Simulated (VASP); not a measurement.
Runs of VASP 6.6.1 on Ni. The structure is that of space group Fm-3m (No. 225), or close to it. The cells are those of the table. 

```csv
task,cell,cutoff (eV),gap on the mesh (eV),pressure (GPa),moment (μB)
single point,"a = 2.490 Å, angles 60.0°, 1 atom",520,none,(a),0.61
single point,"a = 2.414 Å, angles 60.0°, 1 atom",520,none,22.5,0.57
single point,"a = 2.413 Å, angles 60.0°, 1 atom",520,none,22.5,0.57
relaxation of cell and atoms,"relaxed to 23 GPa from a = 2.414 Å, angles 60.0°, 1 atom",600,none,23.1,0.57
```

Alike in all rows: level PBE; potentials or basis VASP PAW PBE potentials, release 64 (Ni); spin collinear, ferromagnetic start; k mesh 19 × 19 × 19; smearing fermi-dirac 0.1 eV.

**Question.** Estimate the missing entries.

**Answer.** (a) -0.2.

Caveats: the cell is relaxed towards a set pressure, so the enthalpy falls and the energy may rise (some runs).

A gap of «none» marks levels without a gap at the run's occupations.
